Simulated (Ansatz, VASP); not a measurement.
**SnO: VASP beside Ansatz**

```
Sn O
1.0
     3.87310    0.00000    0.00000
     0.00000    3.87310    0.00000
     0.00000    0.00000    4.93574
Sn O
2 2
Direct
  0.50000 0.00000 0.23370
  0.00000 0.50000 0.76630
  0.00000 0.00000 0.00000
  0.50000 0.50000 0.00000
```

Change from the starting cell: volume scaled by 1.06, ions relaxed.

Alike in both runs: functional PBE; k mesh 12 × 12 × 10; occupations fermi-dirac, width 0.05 eV; no spin polarisation.

Ansatz relaxed the structure, and its values are those at the end. VASP's run is a single point on that final structure, the one shown.

```csv
,VASP,Ansatz
version,VASP 6.6.1,Ansatz 0.2.0
potentials or method,"VASP PAW PBE potentials, release 64 (Sn_d, O)","plane-wave PAW, scalar-relativistic"
plane-wave cutoff (eV),520,420
valence electrons in the cell,40,40
```

|  | VASP | Ansatz | Ansatz less VASP |
| --- | --- | --- | --- |
| pressure (GPa) | 0.4 | 0.2 | -0.19 |
| rms of the force components (eV/Å) | 0.031 | 0.000 | -0.0312 |

With one functional, cell and mesh, what is left measures potentials, basis and numerics. Ansatz's warnings: stress scf threshold loose.
